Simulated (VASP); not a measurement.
**AlNi (CsCl type): single point with HSE06**

The system is AlNi (CsCl type).

```
CELL_PARAMETERS angstrom
2.89000 0.00000 0.00000
0.00000 2.89000 0.00000
0.00000 0.00000 2.89000
ATOMIC_POSITIONS crystal
Ni 0.01199 0.01199 0.01199
Al 0.50000 0.50000 0.50000
```

| Quantity | Value |
| --- | --- |
| Program | VASP 6.6.1 |
| Task | single point |
| Functional | HSE06 |
| Potentials or basis | VASP PAW PBE potentials, release 64 (Ni, Al) |
| Cutoff | 520 eV |
| k mesh | 4 × 4 × 4 |
| Occupations | fermi-dirac, width 0.1 eV |
| Spin | no spin polarisation |

- Pressure: -5.2 GPa
- Largest force: 0.305 eV/Å

Forces in eV/Å, atoms in the order of the input:
```
Ni  -0.176 -0.176 -0.176
Al   0.176  0.176  0.176
```

Stress tensor (GPa, compression positive):
```
-5.20  0.16  0.16
 0.16 -5.20  0.16
 0.16  0.16 -5.20
```

Levels at points of the mesh, in eV from the Fermi level:
```csv
k point,band 2,band 3,band 4,band 5,band 6,band 7,band 8,band 9,band 10,band 11
"(0.00, 0.00, 0.00)",-3.79,-3.79,-1.98,-1.97,-1.97,6.61,6.61,6.62,9.45,9.45
"(0.50, 0.00, 0.00)",-7.20,-3.29,-2.76,-2.75,-1.89,-0.69,9.46,11.48,11.48,12.26
"(0.50, 0.50, 0.00)",-3.80,-2.89,-2.88,-2.55,-2.54,-1.32,2.42,3.22,13.59,16.60
"(0.50, 0.50, 0.50)",-4.73,-4.73,-1.28,-1.28,2.78,2.79,2.79,4.52,5.37,5.37
```

Run time: 4.1 min on 1 thread of Intel(R) Xeon(R) Platinum 8375C CPU @ 2.90GHz (Ice Lake), on a shared host, peak memory 0.24 GiB.

Caveat: the k points lie up to 0.54 Å⁻¹ apart; the PAW data sets were made with another functional, which shifts forces and pressure a little. Spin polarisation is off, so any magnetic state and its effect on volume and gap are missing.
